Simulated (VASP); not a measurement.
F:

```
F
1.0
     2.55632   -1.58403    0.00000
     2.55632    1.58403    0.00000
    -0.56211    0.00000    6.59771
F
4
Direct
  0.59583 0.91534 0.59796
  0.08466 0.40417 0.90204
  0.40417 0.08466 0.40204
  0.91534 0.59583 0.09796
```

* Program: VASP 6.6.1
* Task: relaxation of cell and atoms
* Functional: PBE
* Dispersion: D3(BJ)
* Potentials or basis: VASP PAW PBE potentials, release 64 (F)
* Cutoff: 600 eV
* k mesh: 8 × 8 × 4
* Occupations: fermi-dirac, width 0.02 eV
* Spin: no spin polarisation

At the start: pressure 2.9 GPa; volume 13.36 Å³/atom.

Q: Where does the relaxation end?

A: Over 20 steps the energy falls by 11.7 meV/atom and the volume is 15.51 Å³/atom (+16.1 %); space group C2/c (No. 15, to 0.1 Å) before and after.

The path:
| step | energy change (eV) | largest force (eV/Å) | pressure (GPa) | volume (Å³) |
| --- | --- | --- | --- | --- |
| 1 | 0.0000 | 0.5071 | 2.86 | 53.43 |
| 2 | 0.0787 | 1.5330 | -3.63 | 55.30 |
| 3 | -0.0107 | 0.1083 | 0.97 | 53.89 |
| 4 | -0.0107 | 0.0915 | 1.02 | 53.87 |
| 5 | -0.0166 | 0.0833 | 0.90 | 54.57 |
| 6 | -0.0308 | 0.0554 | 0.60 | 56.72 |
| 7 | -0.0453 | 0.0165 | 0.18 | 61.16 |
| 8 | -0.0461 | 0.0416 | 0.05 | 62.72 |
| 9 | -0.0461 | 0.0386 | 0.06 | 62.53 |
| 10 | -0.0431 | 0.3086 | -0.85 | 62.91 |
| 11 | -0.0462 | 0.0057 | -0.04 | 62.57 |
| 12 | -0.0463 | 0.0048 | -0.04 | 62.58 |
| 13 | -0.0467 | 0.0040 | -0.06 | 62.59 |
| 14 | -0.0467 | 0.0082 | -0.07 | 62.62 |
| 15 | -0.0468 | 0.0045 | -0.06 | 62.60 |
| 16 | -0.0466 | 0.0911 | 0.20 | 62.36 |
| 17 | -0.0468 | 0.0178 | 0.00 | 62.55 |
| 18 | -0.0468 | 0.0161 | 0.00 | 62.50 |
| 19 | -0.0469 | 0.0111 | 0.00 | 62.35 |
| 20 | -0.0469 | 0.0041 | 0.02 | 62.05 |

Final structure:
```
F
1.0
     2.72674   -1.70238    0.02166
     2.72674    1.70238    0.02166
    -0.54428    0.00000    6.67889
F
4
Direct
  0.59162 0.91784 0.59727
  0.08216 0.40838 0.90273
  0.40838 0.08216 0.40273
  0.91784 0.59162 0.09727
```

Caveat: the volume moved by over 15 % at a fixed basis, so the end points are rough.
